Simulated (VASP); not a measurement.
# Sr2NbH4 (I4/mmm) in VASP: further runs

Sr2NbH4 is run at these levels: PBE; tasks: single point, relaxation of cell and atoms.

Program: VASP 6.6.1. These are calculated values, not measurements. Logs are shortened: lines on timing, memory, paths and dates and some standing lists are left out, and cuts for length are marked.

### Step 1. The cell of the first run

The structure is tetragonal, space group I4/mmm (No. 139). The conventional cell has a = 6.321 Å, b = 6.321 Å, c = 5.165 Å, α = 90.00°, β = 90.00°, γ = 90.00°. Sr (site symmetry -4m2) has 2 Sr at 2.58 Å and 8 H at 2.62 Å within 3.4 Å. Nb (site symmetry 4/mmm) has 12 H at 2.71 to 3.13 Å and 8 Sr at 3.41 Å within 3.6 Å. Within 3.3 Å of H (site symmetry m2m) lie 4 H at 2.49 to 2.75 Å and 4 Sr at 2.62 Å and 3 Nb at 2.71 to 3.13 Å.

### Step 2. Single point, PBE

Contents of INCAR:

```
PREC = Accurate
ENCUT = 520
EDIFF = 1E-7
ISMEAR = 0
SIGMA = 0.1
LREAL = F
LASPH = T
NELM = 100
ALGO = Normal
ISIF = 2
LWAVE = F
LCHARG = F
GGA = PE
NBANDS = 28
```

Contents of KPOINTS:

```
regular mesh
0
Gamma
  4 4 4
```

Contents of POSCAR:

```
Sr2NbH4
1.0
   -3.1606499117      3.1606499117      2.5823903629
    3.1606499117     -3.1606499117      2.5823903629
    3.1606499117      3.1606499117     -2.5823903629
Sr Nb H
2 1 4
Direct
    0.7500000000      0.2500000000      0.5000000000
    0.2500000000      0.7500000000      0.5000000000
    0.0000000000      0.0000000000      0.0000000000
    0.3030000000      0.3030000000      0.6060000000
    0.3030000000      0.6970000000      0.0000000000
    0.6970000000      0.6970000000      0.3940000000
    0.6970000000      0.3030000000      0.0000000000
```

Potentials or basis: VASP PAW PBE potentials, release 64 (Sr_sv, Nb_sv, H).

On the command line:

```bash
$ cat potpaw_PBE.64/Sr_sv/POTCAR potpaw_PBE.64/Nb_sv/POTCAR potpaw_PBE.64/H/POTCAR > POTCAR
$ mpirun -np 1 vasp_std > vasp.out
```

OUTCAR:

```text
PREC = Accurate
   ENCUT = 520
   EDIFF = 1E-7
   ISMEAR = 0
   LREAL = F
   LASPH = T
   NELM = 100
   ISIF = 2
   GGA = PE

 ion  position               nearest neighbor table
   1  0.750  0.250  0.500-   2 2.58   2 2.58   6 2.62   4 2.62   7 2.62   5 2.62   5 2.62   7 2.62
                             6 2.62   4 2.62   3 3.41   3 3.41   3 3.41   3 3.41   2 4.47   2 4.47
   2  0.250  0.750  0.500-   1 2.58   1 2.58   6 2.62   4 2.62   5 2.62   7 2.62   7 2.62   5 2.62
                             4 2.62   6 2.62   3 3.41   3 3.41   3 3.41   3 3.41   1 4.47   1 4.47
   3  0.000  0.000  0.000-   1 3.41   2 3.41   1 3.41   2 3.41   1 3.41   2 3.41   1 3.41   2 3.41

   4  0.303  0.303  0.606-   2 2.62   1 2.62   1 2.62   2 2.62
   5  0.303  0.697  0.000-   1 2.62   2 2.62   2 2.62   1 2.62
   6  0.697  0.697  0.394-   2 2.62   1 2.62   1 2.62   2 2.62
   7  0.697  0.303  0.000-   2 2.62   1 2.62   1 2.62   2 2.62

  LATTYP: Found a body centered tetragonal cell.
 ALAT       =     6.3212998234
 C/A-ratio  =     0.8170441001

  Lattice vectors:

 A1 = (  -3.1606499117,   3.1606499117,   2.5823903629)
 A2 = (   3.1606499117,  -3.1606499117,   2.5823903629)
 A3 = (   3.1606499117,   3.1606499117,  -2.5823903629)

Analysis of symmetry for initial positions (statically):
=====================================================================
 Subroutine PRICEL returns:
 Original cell was already a primitive cell.

 Routine SETGRP: Setting up the symmetry group for a
 body centered tetragonal supercell.

 Subroutine GETGRP returns: Found 16 space group operations
 (whereof 16 operations were pure point group operations)
 out of a pool of 16 trial point group operations.

The static configuration has the point symmetry D_4h.

Analysis of symmetry for dynamics (positions and initial velocities):
=====================================================================
 Subroutine PRICEL returns:
 Original cell was already a primitive cell.

 Routine SETGRP: Setting up the symmetry group for a
 body centered tetragonal supercell.

 Subroutine GETGRP returns: Found 16 space group operations
 (whereof 16 operations were pure point group operations)
 out of a pool of 16 trial point group operations.

The dynamic configuration has the point symmetry D_4h.

 Subroutine INISYM returns: Found 16 space group operations
 (whereof 16 operations are pure point group operations),
 and found     1 'primitive' translations

----------------------------------------------------------------------------------------

                                     Primitive cell

  volume of cell :     103.1893

  direct lattice vectors                    reciprocal lattice vectors
    -3.160649912  3.160649912  2.582390363     0.000000000  0.158195312  0.193619062
     3.160649912 -3.160649912  2.582390363     0.158195312  0.000000000  0.193619062
     3.160649912  3.160649912 -2.582390363     0.158195312  0.158195312  0.000000000

  length of vectors
     5.162185169  5.162185169  5.162185169     0.250028195  0.250028195  0.223721956

  position of ions in fractional coordinates (direct lattice)
     0.750000000  0.250000000  0.500000000
     0.250000000  0.750000000  0.500000000
     0.000000000  0.000000000  0.000000000
     0.303000000  0.303000000  0.606000000
     0.303000000  0.697000000  0.000000000
     0.697000000  0.697000000  0.394000000
     0.697000000  0.303000000  0.000000000

  ion indices of the primitive-cell ions
   primitive index   ion index
                 1           1
                 2           2
                 3           3
                 4           4
                 5           5
                 6           6
                 7           7

----------------------------------------------------------------------------------------

 KPOINTS: regular mesh

Automatic generation of k-mesh.
 Grid dimensions read from file:
 generate k-points for:    4    4    4

 Generating k-lattice:

  Cartesian coordinates                     Fractional coordinates (reciprocal lattice)
     0.000000000  0.039548828  0.048404766     0.250000000  0.000000000  0.000000000
     0.039548828  0.000000000  0.048404766     0.000000000  0.250000000  0.000000000
     0.039548828  0.039548828  0.000000000     0.000000000  0.000000000  0.250000000

  Length of vectors
     0.062507049  0.062507049  0.055930489

  Shift w.r.t. Gamma in fractional coordinates (k-lattice)
     0.000000000  0.000000000  0.000000000

 Subroutine IBZKPT returns following result:
 ===========================================

 Found     13 irreducible k-points:

 Following reciprocal coordinates:
            Coordinates               Weight
  0.000000  0.000000  0.000000      1.000000
  0.250000 -0.000000  0.000000      8.000000
  0.500000 -0.000000  0.000000      4.000000
  0.250000  0.250000  0.000000      8.000000
  0.500000  0.250000  0.000000     16.000000
 -0.250000  0.250000  0.000000      4.000000
  0.500000  0.500000  0.000000      2.000000
  0.250000  0.250000  0.250000      2.000000
 -0.250000  0.250000  0.250000      4.000000
  0.500000  0.500000  0.250000      4.000000
 -0.250000  0.500000  0.250000      8.000000
 -0.250000 -0.250000  0.250000      2.000000
  0.500000  0.500000  0.500000      1.000000
   k-points           NKPTS =     13   k-points in BZ     NKDIM =     13   number of bands    NBANDS=     28
   number of dos      NEDOS =    301   number of ions     NIONS =      7
   total plane-waves  NPLWV =  64000
   dimension x,y,z NGX =    40 NGY =   40 NGZ =   40
   dimension x,y,z NGXF=    80 NGYF=   80 NGZF=   80
   ions per type =               2   1   4
   NGX,Y,Z   is equivalent  to a cutoff of  12.88, 12.88, 12.88 a.u.
   NGXF,Y,Z  is equivalent  to a cutoff of  25.76, 25.76, 25.76 a.u.
 SYSTEM =  unknown system
   PREC   = accura    normal or accurate (medium, high low for compatibility)
   ISTART =      0    job   : 0-new  1-cont  2-samecut
   ICHARG =      2    charge: 1-file 2-atom 10-const
   ISPIN  =      1    spin polarized calculation?
   LNONCOLLINEAR =      F non collinear calculations
   LSORBIT =      F    spin-orbit coupling
   LASPH  =      T    aspherical Exc in radial PAW
   ENCUT  =  520.0 eV  38.22 Ry    6.18 a.u.   9.60  9.60  9.60*2*pi/ulx,y,z
   NELM   =    100;   NELMIN=  2; NELMDL= -5     # of ELM steps
   EDIFF  = 0.1E-06   stopping-criterion for ELM
   LREAL  =      F    real-space projection
   EDIFFG = 0.1E-05   stopping-criterion for IOM
   NSW    =      0    number of steps for IOM
   IBRION =     -1    ionic relax: 0-MD 1-quasi-New 2-CG
   NFREE  =      0    steps in history (QN), initial steepest desc. (CG)
   ISIF   =      2    stress and relaxation
   ISYM   =      2    0-nonsym 1-usesym 2-fastsym
   POTIM  = 0.5000    time-step for ionic-motion
   TEBEG  =    0.0;   TEEND  =   0.0 temperature during run
   PSTRESS=    0.0 pullay stress
   NELECT =      37.0000    total number of electrons
   NUPDOWN=      -1.0000    fix difference up-down
   EMIN   =  10.00;   EMAX   =-10.00  energy-range for DOS
   EFERMI =   0.00;   METHOD = LEGACY
   ISMEAR =     0;   SIGMA  =   0.10  broadening in eV -4-tet -1-fermi 0-gaus
   EFERMI_NEDOS =   21; number of points for ismear=-14 and -15
   IALGO  =     38    algorithm
   IMIX   =      4    mixing-type and parameters
     AMIX     =   0.40;   BMIX     =  1.00
     AMIX_MAG =   1.60;   BMIX_MAG =  1.00
  volume/ion in A,a.u.               =      14.74        99.48
  Fermi-wavevector in a.u.,A,eV,Ry     =   1.163047  2.197840 18.404299  1.352678
  Thomas-Fermi vector in A             =   2.299601
   LORBIT       =      0    0 simple, 1 ext, 2 COOP (PROOUT), +10 PAW based schemes
   GGA     = PE    functional components
   LHFCALC =     F    Hartree Fock is set to
   AEXX    =    0.0000 exact exchange contribution
   IVDW    =     0    specifies the selected vdW correction
   LEPSILON=     F    determine dielectric tensor
   LRPA    =     F    only Hartree local field effects (RPA)
 non-spin polarized calculation
 Gauss-broadening in eV      SIGMA  =   0.10
  energy-cutoff  :      520.00
  volume of cell :      103.19
 maximum number of plane-waves:      2801
 NGX is ok and might be reduce to    40
   NGX = 19   NGY = 19   NGZ = 19

 number of electron      37.0000001 magnetization

 Free energy of the ion-electron system (eV)
  ---------------------------------------------------
  ext. energy  EPLUGINS =         0.00000000
  ---------------------------------------------------
  free energy    TOTEN  =       -20.75165755 eV

  energy without entropy =      -20.71368293  energy(sigma->0) =      -20.73267024

 E-fermi :   3.9383     XC(G=0):  -9.6720

 val. band max:        3.9365756986   @ k =   0.5000   0.2500   0.0000
 cond. band min:       3.9413875867   @ k =  -0.2500   0.2500   0.2500
 fundamental gap:      0.0048118881
 Fermi energy:         3.9382500268

 k-point     1 :       0.0000    0.0000    0.0000
  band No.  band energies     occupation
      1     -51.3806      2.00000
      2     -32.3735      2.00000
      3     -31.2796      2.00000
      4     -27.6962      2.00000
      5     -27.2918      2.00000
      6     -27.2918      2.00000
[... 20 lines left out ...]
     27       8.6332      0.00000
     28      10.0892      0.00000

 k-point     2 :       0.2500   -0.0000    0.0000
  band No.  band energies     occupation
      1     -51.3806      2.00000
      2     -32.2318      2.00000
      3     -31.4613      2.00000
      4     -27.6967      2.00000
      5     -27.2922      2.00000
      6     -27.2911      2.00000
[... 20 lines left out ...]
     27       8.6437      0.00000
     28       9.3029      0.00000

 k-point     3 :       0.5000   -0.0000    0.0000
  band No.  band energies     occupation
      1     -51.3805      2.00000
      2     -31.8668      2.00000
      3     -31.8657      2.00000
      4     -27.6973      2.00000
      5     -27.2927      2.00000
      6     -27.2902      2.00000
[... 275 lines left out ...]
      3     -31.8627      2.00000
      4     -27.6969      2.00000
      5     -27.2927      2.00000
      6     -27.2927      2.00000
[... 20 lines left out ...]
     27       9.0983      0.00000
     28       9.3869      0.00000

 k-point    13 :       0.5000    0.5000    0.5000
  band No.  band energies     occupation
      1     -51.3805      2.00000
      2     -32.3663      2.00000
      3     -31.2850      2.00000
      4     -27.6956      2.00000
      5     -27.2939      2.00000
      6     -27.2939      2.00000
[... 20 lines left out ...]
     27       7.3233      0.00000
     28       8.0679      0.00000

------------------------ aborting loop because EDIFF is reached ----------------------------------------

  FORCE on cell =-STRESS in cart. coord.  units (eV):
  Direction    XX          YY          ZZ          XY          YZ          ZX
  --------------------------------------------------------------------------------------
  -------------------------------------------------------------------------------------
  Total       -6.4894798     -6.4894798     15.5264941      0.0000000      0.0000000      0.0000000
  in kB     -100.7594523   -100.7594523    241.0734120      0.0000000      0.0000000      0.0000000
  external PRESSURE =      13.1848358 kB  Pullay stress =       0.0000000 kB

 VOLUME and BASIS-vectors are now :
 -----------------------------------------------------------------------------
  energy-cutoff  :      520.00
  volume of cell :      103.19
      direct lattice vectors                 reciprocal lattice vectors
    -3.160649912  3.160649912  2.582390363     0.000000000  0.158195312  0.193619062
     3.160649912 -3.160649912  2.582390363     0.158195312  0.000000000  0.193619062
     3.160649912  3.160649912 -2.582390363     0.158195312  0.158195312  0.000000000

 POSITION                                       TOTAL-FORCE (eV/Angst)
 -----------------------------------------------------------------------------------
      0.00000      3.16065      1.29120         0.000000      0.000000     -0.000000
      3.16065      0.00000      1.29120         0.000000      0.000000     -0.000000
      0.00000      0.00000      0.00000         0.000000      0.000000     -0.000000
      1.91535      1.91535     -0.00000        -0.626382     -0.626382      0.000000
      1.24530     -1.24530      2.58239         0.626382     -0.626382     -0.000000
      1.24530      1.24530      2.58239         0.626382      0.626382     -0.000000
     -1.24530      1.24530      2.58239        -0.626382      0.626382      0.000000
 -----------------------------------------------------------------------------------
    total drift:                               -0.000000      0.000000     -0.000000

  FREE ENERGIE OF THE ION-ELECTRON SYSTEM (eV)
  ---------------------------------------------------
  free  energy   TOTEN  =       -20.7516575487 eV

  energy  without entropy=      -20.7136829275  energy(sigma->0) =      -20.73267024
```

Wall time 45 s (1 thread of Intel Xeon Platinum 8488C (Sapphire Rapids), shared host); peak memory 0.25 GiB.

What came out:

| Quantity | Value |
| --- | --- |
| Free energy | -20.7517 eV |
| Pressure | 1.3 GPa |
| Largest force | 0.886 eV/Å |

Forces in eV/Å, atoms in the order of the input:
```
Sr   0.000  0.000  0.000
Sr   0.000  0.000  0.000
Nb   0.000  0.000  0.000
H   -0.626 -0.626  0.000
H    0.626 -0.626  0.000
H    0.626  0.626  0.000
H   -0.626  0.626  0.000
```

Stress tensor (GPa, compression positive):
```
-10.08   0.00   0.00
  0.00 -10.08   0.00
  0.00   0.00  24.11
```

Levels at points of the mesh, in eV from the Fermi level:
```csv
k point,band 15,band 16,band 17,band 18,band 19,band 20,band 21,band 22,band 23,band 24
"(0.00, 0.00, 0.00)",-3.29,-3.29,-0.52,-0.32,-0.12,-0.12,1.09,2.23,2.68,2.68
"(0.50, 0.00, 0.00)",-3.77,-2.59,-0.60,-0.45,0.24,0.33,1.48,1.62,1.75,2.94
"(0.50, 0.50, 0.00)",-3.42,-1.99,-0.87,-0.73,-0.09,-0.02,0.97,1.43,1.65,1.91
"(0.50, 0.50, 0.50)",-3.58,-1.34,-1.25,-0.91,0.27,0.27,0.29,0.29,1.00,1.15
```

Caveat: the k points lie up to 0.39 Å⁻¹ apart.

### Step 3. Single point, PBE

This run uses another cell than the first one, of 17.80 Å³/atom, 1.207 times its volume.

Contents of INCAR:

```
  PREC = Accurate
  ENCUT = 520
  EDIFF = 1E-6
  ISMEAR = 0
  SIGMA = 0.1
  LREAL = False
  LASPH = True
  NELM = 60
  ALGO = Normal
  ISIF = 2
  LWAVE = False
  LCHARG = False
  GGA = PE
  NBANDS = 28
```

KPOINTS is that of step 2.

Contents of POSCAR:

```
Sr2NbH4
1.0
   -2.8792126423      2.8792126423      3.7571242840
    2.8792126423     -2.8792126423      3.7571242840
    2.8792126423      2.8792126423     -3.7571242840
Sr Nb H
2 1 4
Direct
    0.7500000000      0.2500000000      0.5000000000
    0.2500000000      0.7500000000      0.5000000000
    0.0000000000      0.0000000000      0.0000000000
    0.2382341892      0.2382341892      0.4764683783
    0.2382341892      0.7617658108      0.0000000000
    0.7617658108      0.7617658108      0.5235316217
    0.7617658108      0.2382341892      0.0000000000
```

Potentials or basis: VASP PAW PBE potentials, release 64 (Sr_sv, Nb_sv, H).

On the command line:

```bash
$ cat potpaw_PBE.64/Sr_sv/POTCAR potpaw_PBE.64/Nb_sv/POTCAR potpaw_PBE.64/H/POTCAR > POTCAR
$ mpirun -np 1 vasp_std > vasp.out
```

Run time: 52 s. Hardware: 1 thread of Intel Xeon Platinum 8488C (Sapphire Rapids), shared host; peak memory 0.27 GiB.

The run converged. Its results:

```yaml
Free_energy: -26.7274 eV
Pressure: -0.1 GPa
Largest_force: 0.004 eV/Å
```

Forces on the atoms (eV/Å):
```
Sr   0.000  0.000  0.000
Sr   0.000  0.000  0.000
Nb   0.000  0.000  0.000
H   -0.003 -0.003  0.000
H    0.003 -0.003  0.000
H    0.003  0.003  0.000
H   -0.003  0.003  0.000
```

Levels at points of the mesh, in eV from the Fermi level:
| k point | band 14 | band 15 | band 16 | band 17 | band 18 | band 19 | band 20 | band 21 | band 22 | band 23 |
| --- | --- | --- | --- | --- | --- | --- | --- | --- | --- | --- |
| (0.00, 0.00, 0.00) | -4.14 | -3.26 | -3.26 | -0.74 | 0.11 | 0.15 | 0.15 | 1.21 | 3.17 | 3.50 |
| (0.50, 0.00, 0.00) | -4.11 | -3.90 | -2.65 | -0.59 | -0.11 | 0.05 | 0.11 | 1.19 | 2.76 | 3.38 |
| (0.50, 0.50, 0.00) | -4.40 | -4.03 | -2.62 | -0.81 | 0.00 | 0.04 | 0.19 | 2.03 | 2.08 | 2.43 |
| (0.50, 0.50, 0.50) | -3.58 | -2.79 | -2.79 | -0.95 | -0.90 | -0.78 | 0.29 | 0.29 | 2.11 | 2.51 |

Caveat: the k points lie up to 0.39 Å⁻¹ apart.

[end of part 1 of 2]
